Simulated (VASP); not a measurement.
Runs of VASP 6.6.1 on TiAl. The structure is that of space group Pm-3m (No. 221), or close to it. The cells are those of the table. 

```tsv
cell	further INCAR settings	gap on the mesh (eV)	pressure (GPa)
a = 3.156, b = 3.156, c = 3.204 Å, 2 atoms	ALGO = Fast; EDIFF = 1e-06; NBANDS = 14	none	-1.6
a = 3.204, b = 3.204, c = 3.109 Å, 2 atoms	ALGO = Fast; EDIFF = 1e-07; NBANDS = 14	none	-1.6
a = 3.156, b = 3.156, c = 3.251 Å, 2 atoms	ALGO = Fast; EDIFF = 1e-06; NBANDS = 14	none	(a)
a = 3.204, b = 3.204, c = 3.062 Å, 2 atoms	ALGO = Fast; EDIFF = 1e-06; NBANDS = 14	none	0.2
a = 3.251, b = 3.251, c = 3.062 Å, 2 atoms	ALGO = Fast; EDIFF = 1e-06; NBANDS = 14	none	-3.0
```

Alike in all rows: task single point; level PBEsol; potentials or basis VASP PAW PBE potentials, release 64 (Ti_sv, Al); no spin polarisation; k mesh 20 × 20 × 20; cutoff (eV) 520; smearing gaussian 0.15 eV.

Q: Estimate the missing entries.

A: (a) -3.2.

Caveats: the PAW data sets were made with another functional, which shifts forces and pressure a little; the cell stands under tension (at least some runs).

A gap of «none» marks levels without a gap at the run's occupations.
